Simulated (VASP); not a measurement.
# Pd (Fm-3m) in VASP: a series of runs, part 2 of 2

VASP 6.6.1.

## 5. Relaxation of cell and atoms, PBE

This run uses another cell than the first one, of 15.03 Å³/atom, 0.983 times its volume.

The input, INCAR:

```
SYSTEM = Pd
  PREC = Accurate
  ENCUT = 600
  EDIFF = 1E-7
  ISMEAR = 0
  SIGMA = 0.1
  LREAL = .False.
  LASPH = .True.
  NELM = 60
  ALGO = Normal
  ISIF = 3
  LWAVE = .False.
  LCHARG = .False.
  GGA = PE
  IBRION = 2
  NSW = 90
  EDIFFG = -0.04
```

The input, KPOINTS:

```
Automatic mesh
0
Gamma
  8 8 8
  0 0 0
```

The input, POSCAR:

```
Pd
1.0
    0.0000000000      1.9586507875      1.9586507875
    1.9586507875      0.0000000000      1.9586507875
    1.9586507875      1.9586507875      0.0000000000
Pd
1
Direct
    0.0000000000      0.0000000000      0.0000000000
```

Potentials or basis: VASP PAW PBE potentials, release 64 (Pd).

Started as:

```sh
> cat potpaw_PBE.64/Pd/POTCAR > POTCAR
> mpirun -np 1 vasp_std > vasp.out
```

OUTCAR:

```text
SYSTEM = Pd
   PREC = Accurate
   ENCUT = 600
   EDIFF = 1E-7
   ISMEAR = 0
   LREAL = .False.
   LASPH = .True.
   NELM = 60
   ISIF = 3
   GGA = PE
   IBRION = 2
   NSW = 90
   EDIFFG = -0.04

 ion  position               nearest neighbor table
   1  0.000  0.000  0.000-

  LATTYP: Found a face centered cubic cell.
 ALAT       =     3.9173015750

  Lattice vectors:

 A1 = (   0.0000000000,   1.9586507875,   1.9586507875)
 A2 = (   1.9586507875,   0.0000000000,   1.9586507875)
 A3 = (   1.9586507875,   1.9586507875,   0.0000000000)

Analysis of symmetry for initial positions (statically):
=====================================================================
 Subroutine PRICEL returns:
[... 250 lines left out ...]

  energy without entropy =       -5.19254509  energy(sigma->0) =       -5.19827385

 E-fermi :   9.2112     XC(G=0): -12.9262

 val. band max:        9.2068125948   @ k =   0.5000   0.2500   0.0000
 cond. band min:       9.2930011054   @ k =   0.5000   0.3750   0.0000
 fundamental gap:      0.0861885106
 Fermi energy:         9.2111938786

 k-point     1 :       0.0000    0.0000    0.0000
  band No.  band energies     occupation
      1       2.2844      2.00000
      2       6.4881      2.00000
      3       6.4881      2.00000
      4       6.4881      2.00000
      5       7.9926      2.00000
      6       7.9926      2.00000
      7      26.2804      0.00000
      8      30.8207      0.00000
      9      30.8207      0.00000
[... 265 lines left out ...]
 k-point    24 :      -0.3750    0.2500    0.1250
  band No.  band energies     occupation
      1       5.0406      2.00000
      2       5.7484      2.00000
      3       6.8642      2.00000
      4       7.3021      2.00000
      5       8.9991      1.99729
      6      13.8699      0.00000
      7      16.2330      0.00000
      8      24.4872      0.00000
      9      24.6945      0.00000

 [... further k-points ...]
[... 5 lines left out ...]
  --------------------------------------------------------------------------------------
  -------------------------------------------------------------------------------------
  Total       -0.0011694     -0.0011694     -0.0011694      0.0000000      0.0000000      0.0000000
  in kB       -0.1219708     -0.1219708     -0.1219708      0.0000000      0.0000000      0.0000000
  external PRESSURE =      -0.1219708 kB  Pullay stress =       0.0000000 kB
[... 16 lines left out ...]
  FREE ENERGIE OF THE ION-ELECTRON SYSTEM (eV)
  ---------------------------------------------------
  free  energy   TOTEN  =        -5.2040026104 eV

  energy  without entropy=       -5.1925450905  energy(sigma->0) =       -5.19827385

 reached required accuracy - stopping structural energy minimisation
```

OSZICAR:

```text
N       E                     dE             d eps       ncg     rms          rms(c)
DAV:   1     0.431086070458E+02    0.43109E+02   -0.56704E+03   522   0.116E+03
DAV:   2    -0.506474810350E+01   -0.48173E+02   -0.47339E+02   568   0.205E+02
DAV:   3    -0.545620781701E+01   -0.39146E+00   -0.39114E+00   597   0.218E+01
[... 23 lines left out ...]
DAV:   3    -0.520372210805E+01   -0.13636E-04   -0.14254E-03   558   0.406E-01    0.300E-01
DAV:   4    -0.520399939548E+01   -0.27729E-03   -0.13228E-03   582   0.306E-01    0.273E-02
DAV:   5    -0.520400080594E+01   -0.14105E-05   -0.73883E-06   552   0.256E-02    0.128E-02
DAV:   6    -0.520400258294E+01   -0.17770E-05   -0.13345E-06   590   0.121E-02    0.405E-04
DAV:   7    -0.520400261037E+01   -0.27427E-07   -0.14576E-08   465   0.104E-03
   3 F= -.52040026E+01 E0= -.51982739E+01  d E =-.391337E-02
```

Run time: 15 s. Hardware: 1 thread of Intel Xeon 8259CL, shared host; peak memory 0.14 GiB.

What came out:

```yaml
Free_energy: -5.2040 eV
Relaxed_volume: 15.36 Å³/atom
Relaxed_cell: a = 2.790 Å, b = 2.790 Å, c = 2.790 Å, α = 60.00°, β = 60.00°, γ = 60.00°
Space_group_after_relaxing_to_0.05_Å: Fm-3m (No. 225)
Energy_gained_by_relaxing: 3.9 meV/atom
Ionic_steps: 3
Pressure_after_relaxing: 0.0 GPa
Band_gap_on_the_k_mesh: zero (band 5 reaches 9.42 eV, above the bottom of band 6 at 7.93 eV)
```

The path:
| step | energy change (eV) | largest force (eV/Å) | pressure (GPa) | volume (Å³) |
| --- | --- | --- | --- | --- |
| 1 | 0.0000 | 0.0000 | 3.89 | 15.03 |
| 2 | 0.0034 | 0.0000 | -4.71 | 15.84 |
| 3 | -0.0039 | 0.0000 | -0.01 | 15.36 |

Final structure:
```
Pd
1.0
     0.00000    1.97301    1.97301
     1.97301    0.00000    1.97301
     1.97301    1.97301    0.00000
Pd
1
Cartesian
  0.0000 0.0000 0.0000
```

Levels at points of the mesh, in eV from the Fermi level:
| k point | band 2 | band 3 | band 4 | band 5 | band 6 | band 7 | band 8 | band 9 |
| --- | --- | --- | --- | --- | --- | --- | --- | --- |
| (0.00, 0.00, 0.00) | -2.72 | -2.72 | -2.72 | -1.22 | -1.22 | 17.07 | 21.61 | 21.61 |
| (0.50, 0.00, 0.00) | -2.77 | -2.77 | -0.09 | -0.09 | 1.01 | 6.93 | 16.41 | 20.61 |
| (0.50, 0.50, 0.00) | -4.86 | -0.12 | 0.21 | 0.21 | 3.26 | 10.28 | 12.89 | 12.89 |

## 6. Single point, PBE

This run uses another cell than the first one, of 15.32 Å³/atom, 1.002 times its volume.

The input, INCAR:

```
PREC = Accurate
ENCUT = 520
EDIFF = 1E-6
ISMEAR = 0
SIGMA = 0.1
LREAL = False
LASPH = True
NELM = 100
ALGO = Fast
ISIF = 2
LWAVE = False
LCHARG = False
GGA = PE
NBANDS = 11
```

The input, KPOINTS:

```
regular mesh
0
Gamma
  24 24 24
```

The input, POSCAR:

```
Pd
1.0
    0.0000000000      1.9714207546      1.9714207546
    1.9714207546      0.0000000000      1.9714207546
    1.9714207546      1.9714207546      0.0000000000
Pd
1
Direct
    0.0000000000      0.0000000000      0.0000000000
```

Potentials or basis: VASP PAW PBE potentials, release 64 (Pd).

Started as:

```sh
> cat potpaw_PBE.64/Pd/POTCAR > POTCAR
> mpirun -np 1 vasp_std > vasp.out
```

Run time: 68 s. Hardware: 1 thread of Intel Xeon 8259CL, shared host; peak memory 0.19 GiB.

The run converged. Its results:

```yaml
Free_energy: -5.2240 eV
Pressure: -0.2 GPa
Band_gap_on_the_k_mesh: zero (band 5 reaches 9.42 eV, above the bottom of band 6 at 7.94 eV)
```

Levels at points of the mesh, in eV from the Fermi level:
```tsv
k point	band 2	band 3	band 4	band 5	band 6	band 7	band 8	band 9
(0.00, 0.00, 0.00)	-2.67	-2.67	-2.67	-1.16	-1.16	17.16	21.72	21.72
(0.50, 0.00, 0.00)	-2.71	-2.71	-0.03	-0.03	1.10	7.02	16.51	20.73
(0.50, 0.50, 0.00)	-4.81	-0.06	0.27	0.27	3.35	10.38	13.00	13.00
```

## 7. Relaxation of cell and atoms, PBE

This run uses another cell than the first one, of 15.41 Å³/atom, 1.007 times its volume.

The input, INCAR:

```
SYSTEM = Pd
ALGO = Normal ; EDIFF = 1E-6
EDIFFG = -0.01 ; ENCUT = 600
GGA = PE ; IBRION = 2
ISIF = 3 ; ISMEAR = 0
LASPH = .TRUE. ; LCHARG = .FALSE.
LREAL = .FALSE. ; LWAVE = .FALSE.
NELM = 80 ; NSW = 100
PREC = Accurate ; SIGMA = 0.1
```

The input, KPOINTS:

```
k-points
0
G
  24 24 24
  0 0 0
```

The input, POSCAR:

```
Pd
1.0
    0.0000000000      1.9749216096      1.9749216096
    1.9749216096      0.0000000000      1.9749216096
    1.9749216096      1.9749216096      0.0000000000
Pd
1
Direct
    0.0000000000      0.0000000000      0.0000000000
```

Started as:

```sh
> cat potpaw_PBE.64/Pd/POTCAR > POTCAR
> mpirun -np 1 vasp_std > vasp.out
```

Run time: 2.1 min. Hardware: 1 thread of Intel Xeon 8259CL, shared host; peak memory 0.21 GiB.

Results (log left out):

```yaml
Free_energy: -5.2242 eV
Relaxed_volume: 15.29 Å³/atom
Relaxed_cell: a = 2.786 Å, b = 2.786 Å, c = 2.786 Å, α = 60.00°, β = 60.00°, γ = 60.00°
Space_group_after_relaxing_to_0.05_Å: Fm-3m (No. 225)
Energy_gained_by_relaxing: 0.4 meV/atom
Ionic_steps: 3
Pressure_after_relaxing: 0.0 GPa
Band_gap_on_the_k_mesh: zero (band 5 reaches 9.46 eV, above the bottom of band 6 at 7.96 eV)
```

The path:
| step | energy change (eV) | largest force (eV/Å) | pressure (GPa) | volume (Å³) |
| --- | --- | --- | --- | --- |
| 1 | 0.0000 | 0.0000 | -1.21 | 15.41 |
| 2 | 0.0003 | 0.0000 | 1.60 | 15.15 |
| 3 | -0.0004 | 0.0000 | -0.01 | 15.29 |

Final structure:
```yaml
crystal:
  lattice:
    - [0.00000, 1.97015, 1.97015]
    - [1.97015, 0.00000, 1.97015]
    - [1.97015, 1.97015, 0.00000]
  atoms:
    - { symbol: Pd, position: [0.00000, 0.00000, 0.00000] }
```

Levels at points of the mesh, in eV from the Fermi level:
```csv
k point,band 2,band 3,band 4,band 5,band 6,band 7,band 8,band 9
"(0.00, 0.00, 0.00)",-2.68,-2.68,-2.68,-1.16,-1.16,17.17,21.74,21.74
"(0.50, 0.00, 0.00)",-2.72,-2.72,-0.03,-0.03,1.09,7.04,16.51,20.75
"(0.50, 0.50, 0.00)",-4.82,-0.06,0.27,0.27,3.35,10.40,13.01,13.01
```

## 8. The runs side by side

| task | cell | k mesh | cutoff (eV) | gap on the mesh (eV) | pressure (GPa) | relaxed volume (Å³/atom) |
| --- | --- | --- | --- | --- | --- | --- |
| relaxation of cell and atoms | relaxed from a = 2.786 Å, angles 60.0°, 1 atom | 24 × 24 × 24 | 600 | none | 0.0 | - |
| single point | a = 2.770 Å, angles 60.0°, 1 atom | 8 × 8 × 8 | 520 | none | 3.9 | - |
| single point | a = 2.793 Å, angles 60.0°, 1 atom | 8 × 8 × 8 | 520 | none | -0.4 | - |
| relaxation of cell and atoms | relaxed from a = 2.770 Å, angles 60.0°, 1 atom | 8 × 8 × 8 | 600 | none | 0.0 | 15.36 |
| single point | a = 2.788 Å, angles 60.0°, 1 atom | 24 × 24 × 24 | 520 | none | -0.2 | - |
| relaxation of cell and atoms | relaxed from a = 2.793 Å, angles 60.0°, 1 atom | 24 × 24 × 24 | 600 | none | 0.0 | 15.29 |

Alike in all rows: level PBE; potentials or basis VASP PAW PBE potentials, release 64 (Pd); no spin polarisation; smearing gaussian 0.1 eV.

Caveats: the relaxation stopped at its first step, so nothing moved (some runs).

Absolute energies hang on the potentials; compare differences alone.
